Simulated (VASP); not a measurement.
# SnO2 (Pnnm) in VASP: a series of runs

Runs on SnO2. Level: r2SCAN. Tasks: single point.

All numbers are computed with VASP 6.6.1; they aren't measurements. Logs are shortened: lines on timing, memory, paths and dates and some standing lists are left out, and cuts for length are marked.

## 1. The cell of the first run

It takes space group Pnnm (No. 58, orthorhombic). The conventional cell has a = 4.474 Å, b = 5.046 Å, c = 3.201 Å, α = 90.00°, β = 90.00°, γ = 90.00°. Sn (site symmetry 2/m) has 6 O at 2.06 to 2.07 Å within 2.7 Å. O (site symmetry m) has 3 Sn at 2.06 to 2.07 Å and 1 O at 2.62 Å within 2.7 Å.

## 2. Single point, r2SCAN (strain -0.0600 x Voigt [1, -1, 0, 0, 0, 0])

Contents of POSCAR:

```
SnO2
1.0
    4.4742290166      0.0000000000      0.0000000000
    0.0000000000      5.0456610746      0.0000000000
    0.0000000000      0.0000000000      3.2007107555
Sn O
2 4
Direct
    0.5000000000      0.5000000000      0.5000000000
    0.0000000000      0.0000000000      0.0000000000
    0.3058623572      0.3059582262      0.0000000000
    0.8058623572      0.1940417738      0.5000000000
    0.1941376428      0.8059582262      0.5000000000
    0.6941376428      0.6940417738      0.0000000000
```

Contents of INCAR.step1:

```
SYSTEM = SnO2
ALGO     = Normal         ! electronic algorithm
EDIFF    = 1E-4           ! SCF threshold, eV
ENCUT    = 520            ! plane-wave cutoff, eV
GGA      = PE             ! functional
ISMEAR   = 0              ! smearing method
LASPH    = .True.         ! aspherical terms in the spheres
LCHARG   = .False.        ! write CHGCAR
LREAL    = .False.        ! projectors in reciprocal space
LWAVE    = .True.         ! write WAVECAR
NBANDS   = 35             ! bands
NELM     = 60             ! most SCF steps
PREC     = Accurate       ! precision mode
SIGMA    = 0.05           ! smearing width, eV
```

Contents of INCAR.step2:

```
SYSTEM = SnO2
ALGO     = Normal         ! electronic algorithm
EDIFF    = 1E-7           ! SCF threshold, eV
ENCUT    = 520            ! plane-wave cutoff, eV
ISIF     = 2              ! what is computed and relaxed
ISMEAR   = 0              ! smearing method
ISTART   = 1            
LASPH    = .True.         ! aspherical terms in the spheres
LCHARG   = .False.        ! write CHGCAR
LMIXTAU  = .True.       
LREAL    = .False.        ! projectors in reciprocal space
LWAVE    = .False.        ! write WAVECAR
METAGGA  = R2SCAN         ! meta-GGA
NBANDS   = 35             ! bands
NELM     = 60             ! most SCF steps
PREC     = Accurate       ! precision mode
SIGMA    = 0.05           ! smearing width, eV
```

Contents of KPOINTS:

```
k-points
0
Gamma
  6 6 8
  0 0 0
```

Potentials or basis: VASP PAW PBE potentials, release 64 (Sn_d, O).

Launch:

```sh
cat potpaw_PBE.64/Sn_d/POTCAR potpaw_PBE.64/O/POTCAR > POTCAR
cp INCAR.step1 INCAR
mpirun -np 1 vasp_std > vasp.out
cp INCAR.step2 INCAR
mpirun -np 1 vasp_std > vasp.out
```

OUTCAR:

```text
SYSTEM = SnO2
   EDIFF = 1E-7
   ENCUT = 520
   ISIF = 2
   ISMEAR = 0
   ISTART = 1
   LASPH = .True.
   LREAL = .False.
   METAGGA = R2SCAN
   NELM = 60
   PREC = Accurate

 ion  position               nearest neighbor table
   1  0.500  0.500  0.500-   4 2.06   5 2.06   3 2.07   6 2.07   3 2.07   6 2.07   2 3.73   2 3.73
                             2 3.73   2 3.73   2 3.73   2 3.73   2 3.73   2 3.73
   2  0.000  0.000  0.000-   3 2.06   6 2.06   5 2.07   4 2.07   4 2.07   5 2.07   1 3.73   1 3.73
                             1 3.73   1 3.73   1 3.73   1 3.73   1 3.73   1 3.73
   3  0.306  0.306  0.000-   2 2.06   1 2.07   1 2.07
   4  0.806  0.194  0.500-   1 2.06   2 2.07   2 2.07
   5  0.194  0.806  0.500-   1 2.06   2 2.07   2 2.07
   6  0.694  0.694  0.000-   2 2.06   1 2.07   1 2.07

  LATTYP: Found a simple orthorhombic cell.
 ALAT       =     3.2007107555
 B/A-ratio  =     1.3978860817
 C/A-ratio  =     1.5764189457

  Lattice vectors:

 A1 = (   0.0000000000,   0.0000000000,   3.2007107555)
 A2 = (   4.4742290166,   0.0000000000,   0.0000000000)
 A3 = (   0.0000000000,   5.0456610746,   0.0000000000)

Analysis of symmetry for initial positions (statically):
=====================================================================
 Subroutine PRICEL returns:
 Original cell was already a primitive cell.

 Routine SETGRP: Setting up the symmetry group for a
 simple orthorhombic supercell.

 Subroutine GETGRP returns: Found  8 space group operations
 (whereof  4 operations were pure point group operations)
 out of a pool of  8 trial point group operations.

The static configuration has the point symmetry C_2h.
 The point group associated with its full space group is D_2h.

Analysis of symmetry for dynamics (positions and initial velocities):
=====================================================================
 Subroutine PRICEL returns:
 Original cell was already a primitive cell.

 Routine SETGRP: Setting up the symmetry group for a
 simple orthorhombic supercell.

 Subroutine GETGRP returns: Found  8 space group operations
 (whereof  4 operations were pure point group operations)
 out of a pool of  8 trial point group operations.

The dynamic configuration has the point symmetry C_2h.
 The point group associated with its full space group is D_2h.

 Subroutine INISYM returns: Found  8 space group operations
 (whereof  4 operations are pure point group operations),
 and found     1 'primitive' translations

----------------------------------------------------------------------------------------

                                     Primitive cell

  volume of cell :      72.2575

  direct lattice vectors                    reciprocal lattice vectors
     4.474229017  0.000000000  0.000000000     0.223502194  0.000000000  0.000000000
     0.000000000  5.045661075  0.000000000     0.000000000  0.198190086  0.000000000
     0.000000000  0.000000000  3.200710755     0.000000000  0.000000000  0.312430606

  length of vectors
     4.474229017  5.045661075  3.200710755     0.223502194  0.198190086  0.312430606

  position of ions in fractional coordinates (direct lattice)
     0.500000000  0.500000000  0.500000000
     0.000000000  0.000000000  0.000000000
     0.305862357  0.305958226  0.000000000
     0.805862357  0.194041774  0.500000000
     0.194137643  0.805958226  0.500000000
     0.694137643  0.694041774  0.000000000

  ion indices of the primitive-cell ions
   primitive index   ion index
                 1           1
                 2           2
                 3           3
                 4           4
                 5           5
                 6           6

----------------------------------------------------------------------------------------

 KPOINTS: k-points

Automatic generation of k-mesh.
 Grid dimensions read from file:
 generate k-points for:    6    6    8

 Generating k-lattice:

  Cartesian coordinates                     Fractional coordinates (reciprocal lattice)
     0.037250366  0.000000000  0.000000000     0.166666667  0.000000000  0.000000000
     0.000000000  0.033031681  0.000000000     0.000000000  0.166666667  0.000000000
     0.000000000  0.000000000  0.039053826     0.000000000  0.000000000  0.125000000

  Length of vectors
     0.037250366  0.033031681  0.039053826

  Shift w.r.t. Gamma in fractional coordinates (k-lattice)
     0.000000000  0.000000000  0.000000000

 Subroutine IBZKPT returns following result:
 ===========================================

 Found     80 irreducible k-points:

 Following reciprocal coordinates:
            Coordinates               Weight
  0.000000  0.000000  0.000000      1.000000
  0.166667  0.000000  0.000000      2.000000
  0.333333  0.000000  0.000000      2.000000
  0.500000  0.000000  0.000000      1.000000
  0.000000  0.166667  0.000000      2.000000
  0.166667  0.166667  0.000000      4.000000
[... 16 lines left out ...]
  0.333333  0.166667  0.125000      8.000000
  0.500000  0.166667  0.125000      4.000000
 [... further k-points ...]
   k-points           NKPTS =     80   k-points in BZ     NKDIM =     80   number of bands    NBANDS=     35
   number of dos      NEDOS =    301   number of ions     NIONS =      6
   total plane-waves  NPLWV =  34560
   dimension x,y,z NGX =    36 NGY =   40 NGZ =   24
   dimension x,y,z NGXF=    72 NGYF=   80 NGZF=   48
   ions per type =               2   4
   NGX,Y,Z   is equivalent  to a cutoff of  13.38, 13.18, 12.47 a.u.
   NGXF,Y,Z  is equivalent  to a cutoff of  26.75, 26.36, 24.93 a.u.
 SYSTEM =  SnO2
   PREC   = accura    normal or accurate (medium, high low for compatibility)
   ISTART =      1    job   : 0-new  1-cont  2-samecut
   ICHARG =      0    charge: 1-file 2-atom 10-const
   ISPIN  =      1    spin polarized calculation?
   LNONCOLLINEAR =      F non collinear calculations
   LSORBIT =      F    spin-orbit coupling
   LASPH  =      T    aspherical Exc in radial PAW
   ENCUT  =  520.0 eV  38.22 Ry    6.18 a.u.   8.32  9.38  5.95*2*pi/ulx,y,z
   NELM   =     60;   NELMIN=  2; NELMDL=  0     # of ELM steps
   EDIFF  = 0.1E-06   stopping-criterion for ELM
   LREAL  =      F    real-space projection
   EDIFFG = 0.1E-05   stopping-criterion for IOM
   NSW    =      0    number of steps for IOM
   IBRION =     -1    ionic relax: 0-MD 1-quasi-New 2-CG
   NFREE  =      0    steps in history (QN), initial steepest desc. (CG)
   ISIF   =      2    stress and relaxation
   ISYM   =      2    0-nonsym 1-usesym 2-fastsym
   POTIM  = 0.5000    time-step for ionic-motion
   TEBEG  =    0.0;   TEEND  =   0.0 temperature during run
   PSTRESS=    0.0 pullay stress
   NELECT =      52.0000    total number of electrons
   NUPDOWN=      -1.0000    fix difference up-down
   EMIN   =  10.00;   EMAX   =-10.00  energy-range for DOS
   EFERMI =   0.00;   METHOD = LEGACY
   ISMEAR =     0;   SIGMA  =   0.05  broadening in eV -4-tet -1-fermi 0-gaus
   EFERMI_NEDOS =   21; number of points for ismear=-14 and -15
   IALGO  =     38    algorithm
   IMIX   =      4    mixing-type and parameters
     AMIX     =   0.40;   BMIX     =  1.00
     AMIX_MAG =   1.60;   BMIX_MAG =  1.00
  volume/ion in A,a.u.               =      12.04        81.27
  Fermi-wavevector in a.u.,A,eV,Ry     =   1.467062  2.772345 29.283411  2.152270
  Thomas-Fermi vector in A             =   2.582724
   LORBIT       =      0    0 simple, 1 ext, 2 COOP (PROOUT), +10 PAW based schemes
   METAGGA = R2SCAN    functional components
   LHFCALC =     F    Hartree Fock is set to
   AEXX    =    0.0000 exact exchange contribution
   IVDW    =     0    specifies the selected vdW correction
   LEPSILON=     F    determine dielectric tensor
   LRPA    =     F    only Hartree local field effects (RPA)
 non-spin polarized calculation
 Gauss-broadening in eV      SIGMA  =   0.05
  energy-cutoff  :      520.00
  volume of cell :       72.26
 maximum number of plane-waves:      2008
 NGX is ok and might be reduce to    36
   NGX = 17   NGY = 19   NGZ = 11

 number of electron      51.9999985 magnetization

 Free energy of the ion-electron system (eV)
  ---------------------------------------------------
  ext. energy  EPLUGINS =         0.00000000
  ---------------------------------------------------
  free energy    TOTEN  =       -84.47871291 eV

  energy without entropy =      -84.47871291  energy(sigma->0) =      -84.47871291

 E-fermi :   5.8553     XC(G=0): -11.9989

 val. band max:        5.6502416045   @ k =   0.0000   0.0000   0.0000
 cond. band min:       7.3620635688   @ k =   0.0000   0.0000   0.0000
 fundamental gap:      1.7118219643
 Fermi energy:         5.8553262294

 k-point     1 :       0.0000    0.0000    0.0000
  band No.  band energies     occupation
      1     -16.0991      2.00000
      2     -15.2254      2.00000
      3     -14.9178      2.00000
      4     -14.9099      2.00000
      5     -14.8980      2.00000
      6     -14.8703      2.00000
[... 27 lines left out ...]
     34      18.3721      0.00000
     35      19.0581      0.00000

 k-point     2 :       0.1667    0.0000    0.0000
  band No.  band energies     occupation
      1     -16.0559      2.00000
      2     -15.2820      2.00000
      3     -14.9157      2.00000
      4     -14.9144      2.00000
      5     -14.9090      2.00000
      6     -14.9011      2.00000
[... 27 lines left out ...]
     34      18.6084      0.00000
     35      18.8976      0.00000

 k-point     3 :       0.3333    0.0000    0.0000
  band No.  band energies     occupation
      1     -15.9281      2.00000
      2     -15.4788      2.00000
      3     -14.9396      2.00000
      4     -14.9111      2.00000
      5     -14.9107      2.00000
      6     -14.9075      2.00000
[... 27 lines left out ...]
     34      18.9535      0.00000
     35      19.4288      0.00000

 k-point     4 :       0.5000    0.0000    0.0000
  band No.  band energies     occupation
      1     -15.7249      2.00000
      2     -15.7249      2.00000
      3     -14.9263      2.00000
      4     -14.9263      2.00000
      5     -14.9077      2.00000
      6     -14.9077      2.00000
[... 27 lines left out ...]
     34      19.1319      0.00000
     35      19.3657      0.00000

 k-point     5 :       0.0000    0.1667    0.0000
  band No.  band energies     occupation
      1     -16.0510      2.00000
      2     -15.2754      2.00000
      3     -14.9156      2.00000
      4     -14.9088      2.00000
      5     -14.9048      2.00000
      6     -14.8998      2.00000
[... 638 lines left out ...]
 k-point    22 :       0.1667    0.1667    0.1250
  band No.  band energies     occupation
      1     -15.9506      2.00000
      2     -15.3212      2.00000
      3     -15.0994      2.00000
      4     -15.0890      2.00000
      5     -14.8693      2.00000
      6     -14.8405      2.00000
[... 27 lines left out ...]
     34      18.6949      0.00000
     35      18.8763      0.00000

 k-point    23 :       0.3333    0.1667    0.1250
  band No.  band energies     occupation
      1     -15.8604      2.00000
      2     -15.5140      2.00000
      3     -15.0985      2.00000
      4     -15.0925      2.00000
      5     -14.8604      2.00000
      6     -14.8361      2.00000
[... 27 lines left out ...]
     34      18.6898      0.00000
     35      19.3666      0.00000

 k-point    24 :       0.5000    0.1667    0.1250
  band No.  band energies     occupation
      1     -15.7096      2.00000
      2     -15.7096      2.00000
      3     -15.0963      2.00000
      4     -15.0963      2.00000
      5     -14.8469      2.00000
      6     -14.8469      2.00000
[... 27 lines left out ...]
     34      18.7056      0.00000
     35      19.4403      0.00000

 [... further k-points ...]
[... 5 lines left out ...]
  --------------------------------------------------------------------------------------
  -------------------------------------------------------------------------------------
  Total        2.8362113     -2.1960776      0.8904411      0.0000000      0.0000000      0.0000000
  in kB       62.8878064    -48.6940118     19.7439056      0.0000000      0.0000000      0.0000000
  external PRESSURE =      11.3125667 kB  Pullay stress =       0.0000000 kB

 VOLUME and BASIS-vectors are now :
 -----------------------------------------------------------------------------
  energy-cutoff  :      520.00
  volume of cell :       72.26
      direct lattice vectors                 reciprocal lattice vectors
     4.474229017  0.000000000  0.000000000     0.223502194  0.000000000  0.000000000
     0.000000000  5.045661075  0.000000000     0.000000000  0.198190086  0.000000000
     0.000000000  0.000000000  3.200710755     0.000000000  0.000000000  0.312430606

 POSITION                                       TOTAL-FORCE (eV/Angst)
 -----------------------------------------------------------------------------------
      2.23711      2.52283      1.60036         0.000000      0.000000      0.000000
      0.00000      0.00000      0.00000         0.000000      0.000000      0.000000
      1.36850      1.54376      0.00000        -0.046304      0.096816     -0.000000
      3.60561      0.97907      1.60036        -0.046304     -0.096816     -0.000000
      0.86862      4.06659      1.60036         0.046304      0.096816      0.000000
      3.10573      3.50190      0.00000         0.046304     -0.096816      0.000000
 -----------------------------------------------------------------------------------
    total drift:                                0.000000      0.000000      0.000000

  FREE ENERGIE OF THE ION-ELECTRON SYSTEM (eV)
  ---------------------------------------------------
  free  energy   TOTEN  =       -84.4787129114 eV

  energy  without entropy=      -84.4787129114  energy(sigma->0) =      -84.47871291
```

Wall time 8.6 min (1 thread of Intel Xeon Platinum 8488C (Sapphire Rapids), shared host); peak memory 0.3 GiB.

Results:

```yaml
Free_energy: -84.4787 eV
Pressure: 1.1 GPa
Largest_force: 0.107 eV/Å
Band_gap_on_the_k_mesh: 1.71 eV, direct
```

Forces on the atoms (eV/Å):
```
Sn   0.000  0.000  0.000
Sn   0.000  0.000  0.000
O   -0.046  0.097  0.000
O   -0.046 -0.097  0.000
O    0.046  0.097  0.000
O    0.046 -0.097  0.000
```

Caveat: the cell differs from its parent crystal (strain -0.0600 x Voigt [1, -1, 0, 0, 0, 0]); the PAW data sets were made with another functional, which shifts forces and pressure a little; spin-orbit coupling is left out, which moves the levels of the heavy elements.

## 3. Single point, r2SCAN (strain +0.0600 x Voigt [1, -1, 0, 0, 0, 0])

POSCAR: that of step 2 with these lines changed.

```diff
@@ -2,4 +2,4 @@
 1.0
-    4.4742290166      0.0000000000      0.0000000000
-    0.0000000000      5.0456610746      0.0000000000
+    5.0454071890      0.0000000000      0.0000000000
+    0.0000000000      4.4744541604      0.0000000000
     0.0000000000      0.0000000000      3.2007107555
```

Contents of INCAR.step1:

```
SYSTEM = SnO2
PREC = Accurate
ENCUT = 520
ISMEAR = 0
SIGMA = 0.05
LREAL = .False.
LASPH = .True.
NELM = 60
NBANDS = 35
GGA = PE
ALGO = Normal
EDIFF = 1E-4
LWAVE = .True.
LCHARG = .False.
```

Contents of INCAR.step2:

```
SYSTEM = SnO2
PREC = Accurate
ENCUT = 520
EDIFF = 1E-7
ISMEAR = 0
SIGMA = 0.05
LREAL = .False.
LASPH = .True.
NELM = 60
ALGO = Normal
ISIF = 2
LWAVE = .False.
LCHARG = .False.
METAGGA = R2SCAN
LMIXTAU = .True.
NBANDS = 35
ISTART = 1
```

Contents of KPOINTS:

```
Automatic mesh
0
Gamma
  6 6 8
  0 0 0
```

Potentials or basis: VASP PAW PBE potentials, release 64 (Sn_d, O).

Launch:

```sh
cat potpaw_PBE.64/Sn_d/POTCAR potpaw_PBE.64/O/POTCAR > POTCAR
cp INCAR.step1 INCAR
mpirun -np 1 vasp_std > vasp.out
cp INCAR.step2 INCAR
mpirun -np 1 vasp_std > vasp.out
```

Wall time 9.5 min (1 thread of Intel Xeon Platinum 8488C (Sapphire Rapids), shared host); peak memory 0.3 GiB.

Results (log left out):

```
Free energy            : -84.4787 eV
Pressure               : 1.1 GPa
Largest force          : 0.108 eV/Å
Band gap on the k mesh : 1.71 eV, direct
```

Forces on the atoms (eV/Å):
```
Sn   0.000  0.000  0.000
Sn   0.000  0.000  0.000
O    0.098 -0.046  0.000
O    0.098  0.046  0.000
O   -0.098 -0.046  0.000
O   -0.098  0.046  0.000
```

Stress tensor (GPa, compression positive):
```
-4.87  0.00  0.00
 0.00  6.29  0.00
 0.00  0.00  1.97
```

Levels at points of the mesh, in eV from the valence-band top:
```
           k point  band 22  band 23  band 24  band 25  band 26  band 27  band 28  band 29  band 30  band 31
(0.00, 0.00, 0.00)    -1.44    -1.12    -1.02    -0.49     0.00     1.71     6.74     6.76     7.41    11.11
(0.50, 0.00, 0.00)    -2.13    -1.10    -1.10    -0.42    -0.42     4.91     4.91     7.77     7.77    11.47
(0.00, 0.50, 0.00)    -1.86    -1.25    -1.25    -0.86    -0.86     4.98     4.98     7.76     7.76    11.76
(0.50, 0.50, 0.00)    -1.96    -1.32    -1.32    -0.95    -0.95     5.39     5.39     8.08     8.08    11.52
(0.00, 0.00, 0.50)    -2.59    -1.69    -1.69    -1.28    -1.28     6.73     6.73    10.41    10.41    11.34
(0.50, 0.00, 0.50)    -1.64    -1.34    -1.34    -0.81    -0.81     6.95     6.95     8.70     8.70    11.73
(0.00, 0.50, 0.50)    -1.88    -0.87    -0.87    -0.56    -0.56     7.05     7.05     8.72     8.72    11.66
(0.50, 0.50, 0.50)    -2.42    -0.92    -0.92    -0.83    -0.83     5.44     5.44     9.22     9.22    12.02
```

Caveat: the cell differs from its parent crystal (strain +0.0600 x Voigt [1, -1, 0, 0, 0, 0]); the PAW data sets were made with another functional, which shifts forces and pressure a little; spin-orbit coupling is left out, which moves the levels of the heavy elements.

(Continued in part 2 of 2.)
